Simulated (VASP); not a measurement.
AlN: single point with PBEsol

AlN, a slab with vacuum:

```xyz
20
Lattice="3.1137 0.0000 0.0000 -1.5568 5.6662 0.0000 0.0000 0.0000 25.7876" Properties=species:S:1:pos:R:3 pbc="T T T"
Al    1.5568    4.3236    7.5000
Al    0.0000    1.7044    7.8953
Al    0.0000    5.6069    9.8716
Al    1.5568    2.9877   10.2669
Al    0.0000    1.2240   12.2432
Al    0.0000    4.2710   12.6385
Al    1.5568    2.5073   14.6148
Al    1.5568    5.5543   15.0101
Al    0.0000    3.7906   16.9864
Al    1.5568    1.1714   17.3817
N     1.5568    2.6494    8.4059
N     0.0000    0.0302    8.8012
N     0.0000    3.9327   10.7775
N     1.5568    1.3135   11.1728
N     1.5568    5.2160   13.1491
N     0.0000    2.5968   13.5444
N     1.5568    0.8331   15.5207
N     1.5568    3.8801   15.9160
N     0.0000    2.1164   17.8923
N     0.0000    5.1633   18.2876
```

```yaml
Program: VASP 6.6.1
Task: single point
Functional: PBEsol
Potentials_or_basis: VASP PAW PBE potentials, release 64 (Al, N)
Cutoff: 520 eV
k_mesh: 9 × 5 × 1
Occupations: gaussian, width 0.05 eV
Spin: no spin polarisation
```

```yaml
Largest_force: 2.319 eV/Å
Band_gap_on_the_k_mesh: zero (bands 40 and 41 overlap by 0.07 eV)
```

Forces on the atoms (eV/Å):
```
Al   0.000  0.228 -0.972
Al   0.000  0.253  0.877
Al   0.000  0.046  0.512
Al   0.000 -0.166  0.834
Al   0.000 -0.018  0.612
Al   0.000 -0.014  0.685
Al   0.000 -0.032  0.680
Al   0.001 -0.006  0.742
Al   0.000 -0.468  1.382
Al   0.001  0.602  2.240
N    0.000 -0.838 -0.435
N    0.000  0.418 -0.133
N    0.000  0.030 -0.710
N    0.000  0.052 -0.552
N    0.000 -0.005 -0.660
N    0.000  0.038 -0.638
N   -0.001  0.047 -0.850
N    0.000  0.107 -0.843
N    0.000 -0.375 -1.876
N   -0.001  0.100 -0.894
```

Levels at points of the mesh, in eV from the Fermi level:
| k point | band 36 | band 37 | band 38 | band 39 | band 40 | band 41 | band 42 | band 43 | band 44 | band 45 |
| --- | --- | --- | --- | --- | --- | --- | --- | --- | --- | --- |
| (0.00, 0.00, 0.00) | -1.32 | -0.48 | -0.29 | -0.16 | 0.03 | 0.43 | 0.98 | 2.41 | 2.50 | 3.37 |

Run time: 17 min on 1 thread of Intel(R) Xeon(R) 6975P-C (Granite Rapids), with other jobs on the host, peak memory 0.76 GiB.

Caveat: the PAW data sets were made with another functional, which shifts forces and pressure a little.
